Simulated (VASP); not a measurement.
Here is a VASP 6.6.1 calculation.

INCAR

```
SYSTEM = C
PREC = Accurate ; ENCUT = 520
EDIFF = 1E-7 ; ISMEAR = 0
SIGMA = 0.05 ; LREAL = .False.
LASPH = .True. ; NELM = 60
ALGO = Normal ; ISIF = 2
LWAVE = .False. ; LCHARG = .False.
GGA = PS ; IVDW = 12
NBANDS = 31
```

File KPOINTS:

```
Automatic mesh
0
Gamma
  8 11 3
  0 0 0
```

The input POSCAR:

```
C
1.0
    0.0000000000      1.4191802056     -3.2829684911
   -2.4580922212      0.0000000000      0.0000000000
    3.2774562949     11.3252276170      0.9439590647
C
10
Direct
   -0.0737026837      0.6482220126      0.7861665095
    0.7176294732      0.6805953725      0.0604465293
    0.7697964340      0.4225020325      0.2418765244
   -0.1780366053      1.1644086925      0.4233065194
   -0.1258696445      0.9063153526      0.6047365144
    0.7345374875      0.2613112876      0.1209834657
   -0.2132955517      1.0032179476      0.3024134607
   -0.1611285910      0.7451246077      0.4838434558
   -0.1089616302      1.4870312677      0.6652734508
   -0.0567946695      1.2289379278      0.8467034458
```

Potentials or basis: VASP PAW PBE potentials, release 64 (C).

Run with:

```console
$ cat potpaw_PBE.64/C/POTCAR > POTCAR
$ mpirun -np 1 vasp_std > vasp.out
```

(1) What does it give for the pressure?

(2) What does it give for the dispersion energy per atom?

(3) Predict the largest force.

(4) Estimate the band gap on the k mesh.

## Answers

(1) -5.7 GPa.

(2) -0.107 eV.

(3) 2.586 eV/Å.

(4) zero (bands 20 and 21 overlap by 0.11 eV).

Caveat: the cell differs from its parent crystal (the part above a cut slid along it); the stress differs along the axes, from -11 to -3 GPa; the PAW data sets were made with another functional, which shifts forces and pressure a little.
